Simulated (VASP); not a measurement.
# Hg (P6_3/mmc) in VASP: a series of runs

Hg is run at these levels: PBE; tasks: single point.

Program: VASP 6.6.1. These are calculated values, not measurements. Logs are shortened: lines on timing, memory, paths and dates and some standing lists are left out, and cuts for length are marked.

## 1. The cell of the first run

The structure is hexagonal, space group P6_3/mmc (No. 194). Conventional cell: a = 3.705 Å, b = 3.705 Å, c = 11.736 Å, α = 90.00°, β = 90.00°, γ = 120.00°. Within 4.8 Å of Hg (site symmetry -3m) lie 12 Hg at 3.63 to 3.70 Å. Hg (site symmetry -6m2) has 12 Hg at 3.63 to 3.70 Å within 4.8 Å.

## 2. Single point, PBE (34.87 Å³/atom)

File INCAR:

```
SYSTEM = Hg
  PREC = Accurate
  ENCUT = 500
  EDIFF = 1E-6
  ISMEAR = -1
  SIGMA = 0.1
  LREAL = .False.
  LASPH = .True.
  NELM = 120
  ALGO = Normal
  ISIF = 2
  LWAVE = .False.
  LCHARG = .False.
  GGA = PE
  NBANDS = 32
  GGA_COMPAT = .False.
```

File KPOINTS:

```
regular mesh
0
Gamma
  12 12 4
  0 0 0
```

File POSCAR:

```
Hg
1.0
    3.7045626074      0.0000000000      0.0000000000
   -1.8522813037      3.2082453280      0.0000000000
    0.0000000000      0.0000000000     11.7358649426
Hg
4
Direct
    0.0000000000      1.0000000000      0.0000000000
    0.0000000000      1.0000000000      0.5000000000
    0.3333333333      0.6666666667      0.2500000000
    0.6666666667      0.3333333333      0.7500000000
```

Potentials or basis: VASP PAW PBE potentials, release 64 (Hg).

Run with:

```sh
$ cat potpaw_PBE.64/Hg/POTCAR > POTCAR
$ mpirun -np 1 vasp_std > vasp.out
```

OUTCAR:

```text
SYSTEM = Hg
   PREC = Accurate
   ENCUT = 500
   EDIFF = 1E-6
   ISMEAR = -1
   LREAL = .False.
   LASPH = .True.
   NELM = 120
   ISIF = 2
   GGA = PE

 ion  position               nearest neighbor table
   1  0.000  0.000  0.000-   3 3.63   4 3.63   4 3.63   3 3.63   4 3.63   3 3.63
   2  0.000  0.000  0.500-   3 3.63   4 3.63   4 3.63   3 3.63   4 3.63   3 3.63
   3  0.333  0.667  0.250-   1 3.63   2 3.63   1 3.63   2 3.63   1 3.63   2 3.63
   4  0.667  0.333  0.750-   1 3.63   2 3.63   1 3.63   2 3.63   1 3.63   2 3.63

  LATTYP: Found a hexagonal cell.
 ALAT       =     3.7045626074
 C/A-ratio  =     3.1679488745

  Lattice vectors:

 A1 = (   3.7045626074,   0.0000000000,   0.0000000000)
 A2 = (  -1.8522813037,   3.2082453280,   0.0000000000)
 A3 = (   0.0000000000,   0.0000000000,  11.7358649426)

Analysis of symmetry for initial positions (statically):
=====================================================================
 Subroutine PRICEL returns:
 Original cell was already a primitive cell.

 Routine SETGRP: Setting up the symmetry group for a
 hexagonal supercell.

 Subroutine GETGRP returns: Found 24 space group operations
 (whereof 12 operations were pure point group operations)
 out of a pool of 24 trial point group operations.

The static configuration has the point symmetry D_3d.
 The point group associated with its full space group is D_6h.

Analysis of symmetry for dynamics (positions and initial velocities):
=====================================================================
 Subroutine PRICEL returns:
 Original cell was already a primitive cell.

 Routine SETGRP: Setting up the symmetry group for a
 hexagonal supercell.

 Subroutine GETGRP returns: Found 24 space group operations
 (whereof 12 operations were pure point group operations)
 out of a pool of 24 trial point group operations.

The dynamic configuration has the point symmetry D_3d.
 The point group associated with its full space group is D_6h.

 Subroutine INISYM returns: Found 24 space group operations
 (whereof 12 operations are pure point group operations),
 and found     1 'primitive' translations

----------------------------------------------------------------------------------------

                                     Primitive cell

  volume of cell :     139.4825

  direct lattice vectors                    reciprocal lattice vectors
     3.704562607  0.000000000  0.000000000     0.269937400  0.155848431  0.000000000
    -1.852281304  3.208245328  0.000000000     0.000000000  0.311696862  0.000000000
     0.000000000  0.000000000 11.735864943     0.000000000  0.000000000  0.085208888

[... 85 lines left out ...]
   ENCUT  =  500.0 eV  36.75 Ry    6.06 a.u.   6.75  6.75 21.40*2*pi/ulx,y,z
   NELM   =    120;   NELMIN=  2; NELMDL= -5     # of ELM steps
   EDIFF  = 0.1E-05   stopping-criterion for ELM
   LREAL  =      F    real-space projection
   EDIFFG = 0.1E-04   stopping-criterion for IOM
   NSW    =      0    number of steps for IOM
   IBRION =     -1    ionic relax: 0-MD 1-quasi-New 2-CG
   NFREE  =      0    steps in history (QN), initial steepest desc. (CG)
   ISIF   =      2    stress and relaxation
   ISYM   =      2    0-nonsym 1-usesym 2-fastsym
   POTIM  = 0.5000    time-step for ionic-motion
   TEBEG  =    0.0;   TEEND  =   0.0 temperature during run
   PSTRESS=    0.0 pullay stress
   NELECT =      48.0000    total number of electrons
   NUPDOWN=      -1.0000    fix difference up-down
   EMIN   =  10.00;   EMAX   =-10.00  energy-range for DOS
   EFERMI =   0.00;   METHOD = LEGACY
   ISMEAR =    -1;   SIGMA  =   0.10  broadening in eV -4-tet -1-fermi 0-gaus
   EFERMI_NEDOS =   21; number of points for ismear=-14 and -15
   IALGO  =     38    algorithm
   IMIX   =      4    mixing-type and parameters
     AMIX     =   0.40;   BMIX     =  1.00
     AMIX_MAG =   1.60;   BMIX_MAG =  1.00
  volume/ion in A,a.u.               =      34.87       235.32
  Fermi-wavevector in a.u.,A,eV,Ry     =   1.147225  2.167941 17.906979  1.316126
  Thomas-Fermi vector in A             =   2.283906
   LORBIT       =      0    0 simple, 1 ext, 2 COOP (PROOUT), +10 PAW based schemes
   GGA     = PE    functional components
   LHFCALC =     F    Hartree Fock is set to
   AEXX    =    0.0000 exact exchange contribution
   IVDW    =     0    specifies the selected vdW correction
   LEPSILON=     F    determine dielectric tensor
   LRPA    =     F    only Hartree local field effects (RPA)
 non-spin polarized calculation
  energy-cutoff  :      500.00
  volume of cell :      139.48
 maximum number of plane-waves:      3583
 NGX is ok and might be reduce to    28
   NGX = 13   NGY = 13   NGZ = 43

 number of electron      48.0000000 magnetization

 Free energy of the ion-electron system (eV)
  ---------------------------------------------------
  ext. energy  EPLUGINS =         0.00000000
  ---------------------------------------------------
  free energy    TOTEN  =        -0.71933253 eV

  energy without entropy =       -0.71830523  energy(sigma->0) =       -0.71881888

 E-fermi :  -0.0759     XC(G=0):  -8.7965

 val. band max:       -0.6130024581   @ k =   0.2500   0.2500   0.0000
 cond. band min:       0.2144182131   @ k =   0.0000   0.0000   0.0000
 fundamental gap:      0.8274206712
 Fermi energy:        -0.0758535027

 k-point     1 :       0.0000    0.0000    0.0000
  band No.  band energies     occupation
      1      -6.1372      2.00000
      2      -6.1350      2.00000
      3      -5.9725      2.00000
      4      -5.9710      2.00000
      5      -5.8313      2.00000
      6      -5.8313      2.00000
[... 829 lines left out ...]
     31       6.6729      0.00000
     32       7.4191      0.00000

 [... further k-points ...]
[... 5 lines left out ...]
  --------------------------------------------------------------------------------------
  -------------------------------------------------------------------------------------
  Total       -0.4520185     -0.4520185     -0.5006311      0.0000000      0.0000000      0.0000000
  in kB       -5.1921496     -5.1921496     -5.7505426      0.0000000      0.0000000      0.0000000
  external PRESSURE =      -5.3782806 kB  Pullay stress =       0.0000000 kB

 VOLUME and BASIS-vectors are now :
 -----------------------------------------------------------------------------
  energy-cutoff  :      500.00
  volume of cell :      139.48
      direct lattice vectors                 reciprocal lattice vectors
     3.704562607  0.000000000  0.000000000     0.269937400  0.155848431  0.000000000
    -1.852281304  3.208245328  0.000000000     0.000000000  0.311696862  0.000000000
     0.000000000  0.000000000 11.735864943     0.000000000  0.000000000  0.085208888

 POSITION                                       TOTAL-FORCE (eV/Angst)
 -----------------------------------------------------------------------------------
      0.00000      0.00000      0.00000        -0.000000      0.000000     -0.000000
      0.00000      0.00000      5.86793        -0.000000      0.000000     -0.000000
     -0.00000      2.13883      2.93397        -0.000000      0.000000      0.000000
      1.85228      1.06942      8.80190         0.000000     -0.000000     -0.000000
 -----------------------------------------------------------------------------------
    total drift:                                0.000000     -0.000000      0.000000

  FREE ENERGIE OF THE ION-ELECTRON SYSTEM (eV)
  ---------------------------------------------------
  free  energy   TOTEN  =        -0.7193325332 eV

  energy  without entropy=       -0.7183052259  energy(sigma->0) =       -0.71881888
```

OSZICAR:

```text
N       E                     dE             d eps       ncg     rms          rms(c)
DAV:   1     0.358949569762E+03    0.35895E+03   -0.22699E+04  3656   0.133E+03
DAV:   2     0.119912910349E+02   -0.34696E+03   -0.32418E+03  3768   0.348E+02
DAV:   3    -0.674734224868E+00   -0.12666E+02   -0.12493E+02  4288   0.692E+01
DAV:   4    -0.740162874679E+00   -0.65429E-01   -0.65422E-01  3800   0.425E+00
DAV:   5    -0.740361315113E+00   -0.19844E-03   -0.19844E-03  4328   0.234E-01    0.195E+00
DAV:   6    -0.718972949539E+00    0.21388E-01   -0.65731E-02  3792   0.188E+00    0.165E+00
DAV:   7    -0.718617259126E+00    0.35569E-03   -0.99051E-03  3840   0.597E-01    0.836E-01
DAV:   8    -0.719249863206E+00   -0.63260E-03   -0.13109E-03  3816   0.288E-01    0.366E-02
DAV:   9    -0.719307222889E+00   -0.57360E-04   -0.53183E-05  4272   0.466E-02    0.159E-02
DAV:  10    -0.719332576371E+00   -0.25353E-04   -0.30923E-05  3760   0.372E-02    0.277E-03
DAV:  11    -0.719332533175E+00    0.43196E-07   -0.17332E-07  2472   0.217E-03
   1 F= -.71933253E+00 E0= -.71881888E+00  d E =-.102731E-02
```

stdout:

```text
POSCAR found type information on POSCAR Hg
 POSCAR found :  1 types and       4 ions
 scaLAPACK will be used
 LDA part: xc-table for (Slater+PW92), standard interpolation
 POSCAR, INCAR and KPOINTS ok, starting setup
 FFT: planning ... GRIDC
 FFT: planning ... GRID_SOFT
 FFT: planning ... GRID
 WAVECAR not read
 entering main loop
```

Wall time 2 min (1 thread of AMD EPYC 7R13 (Zen 3), shared host); peak memory 0.31 GiB.

What came out:

- Free energy: -0.7193 eV
- Pressure: -0.5 GPa
- Band gap on the k mesh: 0.83 eV (least direct gap 1.22 eV)

Caveat: spin-orbit coupling is left out, which moves the levels of the heavy elements. A k mesh can miss the band edges.

## 3. Single point, PBE

This run uses another cell than the first one, of 31.13 Å³/atom.

File INCAR:

```
  PREC = Accurate
  ENCUT = 500
  EDIFF = 1E-6
  ISMEAR = -1
  SIGMA = 0.1
  LREAL = F
  LASPH = T
  NELM = 120
  ALGO = Normal
  ISIF = 2
  LWAVE = F
  LCHARG = F
  GGA = PE
  NBANDS = 32
  GGA_COMPAT = F
```

File KPOINTS:

```
Automatic mesh
0
Gamma
  11 11 3
```

File POSCAR:

```
Hg
1.0
    3.5672285175      0.0000000000      0.0000000000
   -1.7836142588      3.0893105173      0.0000000000
    0.0000000000      0.0000000000     11.3007975671
Hg
4
Direct
    0.0000000000      1.0000000000      0.0000000000
    0.0000000000      1.0000000000      0.5000000000
    0.3333333333      0.6666666667      0.2500000000
    0.6666666667      0.3333333333      0.7500000000
```

Potentials or basis: VASP PAW PBE potentials, release 64 (Hg).

Run with:

```sh
$ cat potpaw_PBE.64/Hg/POTCAR > POTCAR
$ mpirun -np 1 vasp_std > vasp.out
```

Run time: 47 s. Hardware: 1 thread of Intel Xeon 6975P-C (Granite Rapids), shared host; peak memory 0.27 GiB.

It converged, with:

```
Free energy : -0.7383 eV
Pressure    : 0.0 GPa
```

Levels at points of the mesh, in eV from the Fermi level:
```csv
k point,band 21,band 22,band 23,band 24,band 25,band 26,band 27,band 28
"(0.00, 0.00, 0.00)",-5.26,-5.12,-5.11,-1.43,-0.04,6.22,6.23,10.35
```

Caveat: spin-orbit coupling is left out, which moves the levels of the heavy elements.

## 4. Single point, PBE (27.40 Å³/atom)

This run uses another cell than the first one, of 27.40 Å³/atom.

File INCAR:

```
SYSTEM = Hg
PREC     = Accurate       ! precision mode
ENCUT    = 500            ! plane-wave cutoff, eV
EDIFF    = 1E-6           ! SCF threshold, eV
ISMEAR   = -1             ! smearing method
SIGMA    = 0.1            ! smearing width, eV
LREAL    = .False.        ! projectors in reciprocal space
LASPH    = .True.         ! aspherical terms in the spheres
NELM     = 120            ! most SCF steps
ALGO     = Normal         ! electronic algorithm
ISIF     = 2              ! what is computed and relaxed
LWAVE    = .False.        ! write WAVECAR
LCHARG   = .False.        ! write CHGCAR
GGA      = PE             ! functional
NBANDS   = 32             ! bands
GGA_COMPAT= .False.
```

File KPOINTS:

```
Automatic mesh
0
Gamma
  12 12 4
  0 0 0
```

File POSCAR:

```
Hg
1.0
    3.4184179107      0.0000000000      0.0000000000
   -1.7092089554      2.9604367514      0.0000000000
    0.0000000000      0.0000000000     10.8293731727
Hg
4
Direct
    0.0000000000      1.0000000000      0.0000000000
    0.0000000000      1.0000000000      0.5000000000
    0.3333333333      0.6666666667      0.2500000000
    0.6666666667      0.3333333333      0.7500000000
```

Potentials or basis: VASP PAW PBE potentials, release 64 (Hg).

Run with:

```sh
$ cat potpaw_PBE.64/Hg/POTCAR > POTCAR
$ mpirun -np 1 vasp_std > vasp.out
```

OUTCAR:

```text
SYSTEM = Hg
   PREC = Accurate
   ENCUT = 500
   EDIFF = 1E-6
   ISMEAR = -1
   LREAL = .False.
   LASPH = .True.
   NELM = 120
   ISIF = 2
   GGA = PE

 ion  position               nearest neighbor table
   1  0.000  0.000  0.000-   3 3.35   4 3.35   4 3.35   3 3.35   4 3.35   3 3.35
   2  0.000  0.000  0.500-   3 3.35   4 3.35   4 3.35   3 3.35   4 3.35   3 3.35
   3  0.333  0.667  0.250-   1 3.35   2 3.35   1 3.35   2 3.35   1 3.35   2 3.35
   4  0.667  0.333  0.750-   1 3.35   2 3.35   1 3.35   2 3.35   1 3.35   2 3.35

  LATTYP: Found a hexagonal cell.
 ALAT       =     3.4184179107
 C/A-ratio  =     3.1679488745
[... 1040 lines left out ...]
  --------------------------------------------------------------------------------------
  -------------------------------------------------------------------------------------
  Total        0.8938901      0.8938901      0.9244178     -0.0000000     -0.0000000      0.0000000
  in kB       13.0680396     13.0680396     13.5143330     -0.0000000     -0.0000000      0.0000000
  external PRESSURE =      13.2168041 kB  Pullay stress =       0.0000000 kB

 VOLUME and BASIS-vectors are now :
 -----------------------------------------------------------------------------
  energy-cutoff  :      500.00
  volume of cell :      109.59
      direct lattice vectors                 reciprocal lattice vectors
     3.418417911  0.000000000  0.000000000     0.292532986  0.168893998  0.000000000
    -1.709208955  2.960436751  0.000000000     0.000000000  0.337787997  0.000000000
     0.000000000  0.000000000 10.829373173     0.000000000  0.000000000  0.092341448

 POSITION                                       TOTAL-FORCE (eV/Angst)
 -----------------------------------------------------------------------------------
      0.00000      0.00000      0.00000        -0.000000      0.000000     -0.000000
      0.00000      0.00000      5.41469        -0.000000      0.000000     -0.000000
     -0.00000      1.97362      2.70734         0.000000      0.000000      0.000000
      1.70921      0.98681      8.12203        -0.000000      0.000000     -0.000000
 -----------------------------------------------------------------------------------
    total drift:                                0.000000     -0.000000      0.000000

  FREE ENERGIE OF THE ION-ELECTRON SYSTEM (eV)
  ---------------------------------------------------
  free  energy   TOTEN  =        -0.6800533929 eV

  energy  without entropy=       -0.6541419605  energy(sigma->0) =       -0.66709768
```

stdout:

```text
POSCAR found type information on POSCAR Hg
 POSCAR found :  1 types and       4 ions
 scaLAPACK will be used
 LDA part: xc-table for (Slater+PW92), standard interpolation
 POSCAR, INCAR and KPOINTS ok, starting setup
 FFT: planning ... GRIDC
 FFT: planning ... GRID_SOFT
 FFT: planning ... GRID
 WAVECAR not read
 entering main loop
```

Wall time 69 s (1 thread of Intel Xeon 6975P-C (Granite Rapids), shared host); peak memory 0.31 GiB.

What came out:

```
Free energy            : -0.6801 eV
Pressure               : 1.3 GPa
Band gap on the k mesh : zero (bands 24 and 25 overlap by 0.56 eV)
```

Caveat: spin-orbit coupling is left out, which moves the levels of the heavy elements.

## 5. Single point, PBE (28.64 Å³/atom)

This run uses another cell than the first one, of 28.64 Å³/atom.

File INCAR:

```
SYSTEM = Hg
ALGO = Normal
EDIFF = 1E-6
ENCUT = 500
GGA = PE
GGA_COMPAT = .FALSE.
ISIF = 2
ISMEAR = -1
LASPH = .TRUE.
LCHARG = .FALSE.
LREAL = .FALSE.
LWAVE = .FALSE.
NBANDS = 32
NELM = 120
PREC = Accurate
SIGMA = 0.1
```

File KPOINTS:

```
k-points
0
G
  12 12 4
  0 0 0
```

File POSCAR:

```
Hg
1.0
    3.4694465967      0.0000000000      0.0000000000
   -1.7347232984      3.0046288898      0.0000000000
    0.0000000000      0.0000000000     10.9910294411
Hg
4
Direct
    0.0000000000      1.0000000000      0.0000000000
    0.0000000000      1.0000000000      0.5000000000
    0.3333333333      0.6666666667      0.2500000000
    0.6666666667      0.3333333333      0.7500000000
```

Run with:

```sh
$ cat potpaw_PBE.64/Hg/POTCAR > POTCAR
$ mpirun -np 1 vasp_std > vasp.out
```

Wall time 62 s (1 thread of Intel Xeon 6975P-C (Granite Rapids), shared host); peak memory 0.33 GiB.

The run converged. Its results:

- Free energy: -0.7144 eV
- Pressure: 0.8 GPa
- Band gap on the k mesh: zero (bands 24 and 25 overlap by 0.28 eV)

Levels at points of the mesh, in eV from the Fermi level:
| k point | band 20 | band 21 | band 22 | band 23 | band 24 | band 25 | band 26 | band 27 | band 28 | band 29 |
| --- | --- | --- | --- | --- | --- | --- | --- | --- | --- | --- |
| (0.00, 0.00, 0.00) | -5.48 | -5.47 | -5.35 | -5.35 | -1.33 | -0.36 | 6.54 | 6.55 | 10.90 | 10.90 |
| (0.50, 0.00, 0.00) | -5.26 | -2.19 | -2.00 | -1.10 | -0.54 | -0.22 | 0.13 | 2.80 | 3.15 | 4.75 |
| (0.00, 0.00, 0.50) | -5.42 | -5.42 | -5.42 | -3.58 | -3.58 | 2.58 | 2.58 | 10.92 | 10.92 | 11.21 |
| (0.50, 0.00, 0.50) | -5.30 | -1.96 | -1.96 | -1.40 | -1.40 | 1.15 | 1.15 | 1.70 | 1.70 | 6.55 |

Caveat: spin-orbit coupling is left out, which moves the levels of the heavy elements.

## 6. Overview

| cell | k mesh | gap on the mesh (eV) | pressure (GPa) |
| --- | --- | --- | --- |
| a = 3.705, b = 3.705, c = 11.736 Å, angles 90.0, 90.0, 120.0°, 4 atoms | 12 × 12 × 4 | 0.83 | -0.5 |
| a = 3.567, b = 3.567, c = 11.301 Å, angles 90.0, 90.0, 120.0°, 4 atoms | 11 × 11 × 3 | - | 0.0 |
| a = 3.418, b = 3.418, c = 10.829 Å, angles 90.0, 90.0, 120.0°, 4 atoms | 12 × 12 × 4 | none | 1.3 |
| a = 3.469, b = 3.469, c = 10.991 Å, angles 90.0, 90.0, 120.0°, 4 atoms | 12 × 12 × 4 | none | 0.8 |

Alike in all rows: task single point; level PBE; potentials or basis VASP PAW PBE potentials, release 64 (Hg); no spin polarisation; cutoff (eV) 500; smearing fermi-dirac 0.1 eV.

Caveats: spin-orbit coupling is left out, which moves the levels of the heavy elements.

Absolute energies hang on the potentials; compare differences alone.
